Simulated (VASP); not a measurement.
Here is a VASP 6.6.1 calculation.

Contents of INCAR:

```
SYSTEM = ZrC
PREC = Accurate
ENCUT = 520
EDIFF = 1E-7
ISMEAR = -1
SIGMA = 0.05
LREAL = .FALSE.
LASPH = .TRUE.
NELM = 100
ALGO = Normal
ISIF = 2
LWAVE = .FALSE.
LCHARG = .FALSE.
GGA = PS
NBANDS = 15
```

Contents of KPOINTS:

```
regular mesh
0
G
  15 15 15
  0 0 0
```

Contents of POSCAR:

```
ZrC
1.0
    0.0000000000      2.3657747582      2.3657747582
    2.3657747582      0.0000000000      2.3657747582
    2.3657747582      2.3657747582      0.0000000000
Zr C
1 1
Direct
    0.5000000000      0.5000000000      0.5000000000
    0.0000000000      0.0000000000      0.0000000000
```

Potentials or basis: VASP PAW PBE potentials, release 64 (Zr_sv, C).

The run is started by

```console
$ cat potpaw_PBE.64/Zr_sv/POTCAR potpaw_PBE.64/C/POTCAR > POTCAR
$ mpirun -np 1 vasp_std > vasp.out
```

(1) Predict the pressure.

(2) Estimate the band gap on the k mesh.

Answers

(1) -8.4 GPa.

(2) zero (bands 8 and 9 overlap by 1.31 eV).

Caveat: the cell stands under tension; the PAW data sets were made with another functional, which shifts forces and pressure a little.
